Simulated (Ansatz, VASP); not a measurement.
# Hf in VASP and in Ansatz

File POSCAR:

```
Hf
1.0
    2.9709580381      0.0000000000      0.0000000000
    0.0000000000      2.9709580381      0.0000000000
    0.0000000000      0.0000000000      2.9709580381
Hf
1
Direct
    0.5000000000      0.5000000000      0.5000000000
```

INCAR.step1

```
PREC = Accurate
ENCUT = 520
EDIFF = 1E-5
ISMEAR = -1
SIGMA = 0.05
LREAL = F
LASPH = T
NELM = 60
ALGO = Normal
ISIF = 2
LWAVE = T
NBANDS = 11
GGA = PE
```

The input INCAR.step2:

```
PREC = Accurate
ENCUT = 520
EDIFF = 1E-6
ISMEAR = -1
SIGMA = 0.05
LREAL = F
LASPH = T
NELM = 60
ALGO = Normal
ISIF = 2
LWAVE = F
LCHARG = T
METAGGA = R2SCAN
LHFCALC = T
AEXX = 0.1
LMIXTAU = T
PRECFOCK = Normal
LELF = T
LVHAR = T
NBANDS = 11
ISTART = 1
```

KPOINTS

```
regular mesh
0
Gamma
  5 5 5
```

The input input.yaml:

```yaml
crystal:
  lattice:
    - [2.9709580381, 0.0, 0.0]
    - [0.0, 2.9709580381, 0.0]
    - [0.0, 0.0, 2.9709580381]
  atoms:
    - { symbol: Hf, position: [0.5, 0.5, 0.5] }
hamiltonian:
  xc: r2scanh
  pseudopotentials: { kind: paw }
kpoints:
  mp_grid: { grid: [5, 5, 5] }
scf:
  occupations: { method: fermi_dirac, width: 0.05 }
output:
  forces: true
  stress: true
  eigenvalues: true
```

Alike in both runs: task single point; functional r2SCANh; k mesh 5 × 5 × 5; occupations fermi-dirac, width 0.05 eV; no spin polarisation.

|  | VASP | Ansatz |
| --- | --- | --- |
| version | VASP 6.6.1 | Ansatz 0.2.0 |
| potentials or method | VASP PAW PBE potentials, release 64 (Hf_pv) | Ansatz PAW |
| plane-wave cutoff (eV) | 520 | 500 |
| valence electrons in the cell | 10 | 26 |

Ansatz gave:

```
gap on the k mesh at the Fermi level (eV) : none
pressure (GPa)                            : -4.5
```

Task: What did VASP give for the same quantities?

Result: gap on the k mesh at the Fermi level (eV): none; pressure (GPa): -5.4.

VASP's potentials were made for PBE, not for r2SCANh. A gap of «none» marks a metal or a gap that the smearing closes. VASP's potentials hold 10 valence electrons a cell and Ansatz's 26, so a difference there can come from the potentials and not from the codes.

The k mesh is coarse, so the values compare programs but aren't converged. Spin-orbit coupling is off throughout.
